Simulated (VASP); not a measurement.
# NiBiCl3 (Pm-3m) in VASP: single point with PBE

Aim: the single point of NiBiCl3 with PBE.

Program: VASP 6.6.1. These are calculated values, not measurements. Logs are shortened: lines on timing, memory, paths and dates and some standing lists are left out, and cuts for length are marked.

**1. The cell of the first run**

It takes space group Pm-3m (No. 221, cubic). Conventional cell: a = 5.491 Å, b = 5.491 Å, c = 5.491 Å, α = 90.00°, β = 90.00°, γ = 90.00°. Within 5.1 Å of Ni (site symmetry m-3m) lie 12 Cl at 3.88 Å and 8 Bi at 4.76 Å. Within 3.6 Å of Bi (site symmetry m-3m) lie 6 Cl at 2.75 Å. Within 3.6 Å of Cl (site symmetry 4/mmm) lie 2 Bi at 2.75 Å.

**2. Single point, PBE, collinear spin, ferromagnetic start**

File INCAR:

```
ALGO = Normal
EDIFF = 1E-6
ENCUT = 590
GGA = PE
GGA_COMPAT = False
ISIF = 2
ISMEAR = 0
ISPIN = 2
LASPH = True
LCHARG = True
LELF = True
LMAXMIX = 4
LORBIT = 11
LREAL = False
LVHAR = True
LWAVE = False
MAGMOM = 2 0 0 0 0
NBANDS = 39
NELM = 200
PREC = Accurate
SIGMA = 0.1
```

File KPOINTS:

```
k-points
0
Gamma
  4 4 4
```

File POSCAR:

```
NiBiCl3
1.0
    5.4910198491      0.0000000000      0.0000000000
    0.0000000000      5.4910198491      0.0000000000
    0.0000000000      0.0000000000      5.4910198491
Ni Bi Cl
1 1 3
Direct
    0.5000000000      0.5000000000      0.5000000000
    0.0000000000      0.0000000000      0.0000000000
    0.5000000000      0.0000000000      0.0000000000
    0.0000000000      0.5000000000      0.0000000000
    0.0000000000      0.0000000000      0.5000000000
```

Potentials or basis: VASP PAW PBE potentials, release 64 (Ni_sv_GW, Bi_d, Cl).

Launch:

```console
cat potpaw_PBE.64/Ni_sv_GW/POTCAR potpaw_PBE.64/Bi_d/POTCAR potpaw_PBE.64/Cl/POTCAR > POTCAR
mpirun -np 1 vasp_std > vasp.out
```

OUTCAR:

```text
EDIFF = 1E-6
   ENCUT = 590
   GGA = PE
   ISIF = 2
   ISMEAR = 0
   ISPIN = 2
   LASPH = True
   LORBIT = 11
   LREAL = False
   NELM = 200
   PREC = Accurate

 ion  position               nearest neighbor table
   1  0.500  0.500  0.500-
   2  0.000  0.000  0.000-   3 2.75   4 2.75   5 2.75   5 2.75   4 2.75   3 2.75
   3  0.500  0.000  0.000-   2 2.75   2 2.75
   4  0.000  0.500  0.000-   2 2.75   2 2.75
   5  0.000  0.000  0.500-   2 2.75   2 2.75

  LATTYP: Found a simple cubic cell.
 ALAT       =     5.4910198491

  Lattice vectors:

 A1 = (   5.4910198491,   0.0000000000,   0.0000000000)
 A2 = (   0.0000000000,   5.4910198491,   0.0000000000)
 A3 = (   0.0000000000,   0.0000000000,   5.4910198491)

Analysis of symmetry for initial positions (statically):
=====================================================================
 Subroutine PRICEL returns:
 Original cell was already a primitive cell.

 Routine SETGRP: Setting up the symmetry group for a
 simple cubic supercell.

 Subroutine GETGRP returns: Found 48 space group operations
 (whereof 48 operations were pure point group operations)
 out of a pool of 48 trial point group operations.

The static configuration has the point symmetry O_h .

Analysis of symmetry for dynamics (positions and initial velocities):
=====================================================================
 Subroutine PRICEL returns:
 Original cell was already a primitive cell.

 Routine SETGRP: Setting up the symmetry group for a
 simple cubic supercell.

 Subroutine GETGRP returns: Found 48 space group operations
 (whereof 48 operations were pure point group operations)
 out of a pool of 48 trial point group operations.

The dynamic configuration has the point symmetry O_h .

Analysis of structural, dynamic, and magnetic symmetry:
=====================================================================
 Subroutine PRICEL returns:
 Original cell was already a primitive cell.

 Routine SETGRP: Setting up the symmetry group for a
 simple cubic supercell.

 Subroutine GETGRP returns: Found 48 space group operations
 (whereof 48 operations were pure point group operations)
 out of a pool of 48 trial point group operations.

The overall configuration has the point symmetry O_h .
[... 117 lines left out ...]
   AEXX    =    0.0000 exact exchange contribution
   IVDW    =     0    specifies the selected vdW correction
   LEPSILON=     F    determine dielectric tensor
   LRPA    =     F    only Hartree local field effects (RPA)
 spin polarized calculation
 Gauss-broadening in eV      SIGMA  =   0.10
  energy-cutoff  :      590.00
  volume of cell :      165.56
 maximum number of plane-waves:      5449
 NGX is ok and might be reduce to    48
   NGX = 21   NGY = 21   NGZ = 21

 number of electron      54.0000014 magnetization       1.9085464

 Free energy of the ion-electron system (eV)
  ---------------------------------------------------
  ext. energy  EPLUGINS =         0.00000000
  ---------------------------------------------------
  free energy    TOTEN  =       -14.93546511 eV

  energy without entropy =      -14.81533932  energy(sigma->0) =      -14.87540222

 E-fermi :   2.0508     XC(G=0):  -7.7871

 val. band max:        2.0338769472   @ k =   0.5000   0.5000   0.5000
 cond. band min:       2.0617802075   @ k =   0.0000   0.0000   0.0000
 fundamental gap:      0.0279032603
 Fermi energy:         2.0507796836

 spin component 1

 k-point     1 :       0.0000    0.0000    0.0000
  band No.  band energies     occupation
      1    -100.5931      1.00000
      2     -61.0529      1.00000
      3     -61.0529      1.00000
      4     -61.0529      1.00000
      5     -22.2737      1.00000
      6     -22.2737      1.00000
[... 409 lines left out ...]
     38      10.6762      0.00000
     39      10.6762      0.00000
 Fermi energy:         2.0507796836

 spin component 2

 k-point     1 :       0.0000    0.0000    0.0000
  band No.  band energies     occupation
      1     -99.4193      1.00000
      2     -59.8890      1.00000
      3     -59.8890      1.00000
      4     -59.8890      1.00000
      5     -22.2622      1.00000
      6     -22.2622      1.00000
[... 409 lines left out ...]
     38      10.6550      0.00000
     39      10.6550      0.00000

------------------------ aborting loop because EDIFF is reached ----------------------------------------

  FORCE on cell =-STRESS in cart. coord.  units (eV):
  Direction    XX          YY          ZZ          XY          YZ          ZX
  --------------------------------------------------------------------------------------
  -------------------------------------------------------------------------------------
  Total       -0.7662682     -0.7662682     -0.7662682     -0.0000000      0.0000000     -0.0000000
  in kB       -7.4153615     -7.4153615     -7.4153615     -0.0000000      0.0000000     -0.0000000
  external PRESSURE =      -7.4153615 kB  Pullay stress =       0.0000000 kB

 VOLUME and BASIS-vectors are now :
 -----------------------------------------------------------------------------
  energy-cutoff  :      590.00
  volume of cell :      165.56
      direct lattice vectors                 reciprocal lattice vectors
     5.491019849  0.000000000  0.000000000     0.182115532  0.000000000  0.000000000
     0.000000000  5.491019849  0.000000000     0.000000000  0.182115532  0.000000000
     0.000000000  0.000000000  5.491019849     0.000000000  0.000000000  0.182115532

 POSITION                                       TOTAL-FORCE (eV/Angst)
 -----------------------------------------------------------------------------------
      2.74551      2.74551      2.74551         0.000000      0.000000      0.000000
      0.00000      0.00000      0.00000         0.000000      0.000000      0.000000
      2.74551      0.00000      0.00000         0.000000      0.000000      0.000000
      0.00000      2.74551      0.00000         0.000000      0.000000      0.000000
      0.00000      0.00000      2.74551         0.000000      0.000000      0.000000
 -----------------------------------------------------------------------------------
    total drift:                                0.000000     -0.000000      0.000000

  FREE ENERGIE OF THE ION-ELECTRON SYSTEM (eV)
  ---------------------------------------------------
  free  energy   TOTEN  =       -14.9354651150 eV

  energy  without entropy=      -14.8153393205  energy(sigma->0) =      -14.87540222

 total charge

# of ion       s       p       d       f       tot
--------------------------------------------------
    1        2.169   5.991   7.994   0.000  16.155
    2        1.649   0.886   9.975   0.000  12.510
    3        1.608   3.489   0.000   0.000   5.097
    4        1.608   3.489   0.000   0.000   5.097
    5        1.608   3.489   0.000   0.000   5.097
--------------------------------------------------
tot          8.643  17.345  17.969   0.000  43.957

 magnetization (x)

# of ion       s       p       d       f       tot
--------------------------------------------------
    1        0.158   0.002   1.010   0.000   1.169
    2        0.000   0.046   0.000   0.000   0.046
    3        0.002   0.011   0.000   0.000   0.013
    4        0.002   0.011   0.000   0.000   0.013
    5        0.002   0.011   0.000   0.000   0.013
--------------------------------------------------
tot          0.165   0.080   1.010   0.000   1.254
```

Wall time 5.3 min (1 thread of Intel Xeon Platinum 8259CL at 2.50GHz (Skylake/Cascade Lake), shared host); peak memory 0.49 GiB.

What came out:

| Item | Value |
| --- | --- |
| Free energy | -14.9355 eV |
| Pressure | -0.7 GPa |
| Net moment | 1.91 μB per cell |
| Site moments | Ni +1.17; Bi +0.05; Cl +0.01 μB |
| Valence electrons inside the program's atomic spheres | Ni 16.16; Bi 12.51; Cl 5.10 |

Caveat: spin-orbit coupling is left out, which moves the levels of the heavy elements; a cell with one magnetic atom can't hold antiferromagnetic order, which such compounds often take; semilocal functionals often make such compounds metallic where correlation or magnetic order opens a gap, which also shifts bond lengths. With open d or f shells a metallic result of PBE can be an artefact of self-interaction; +U or a hybrid may open a gap.
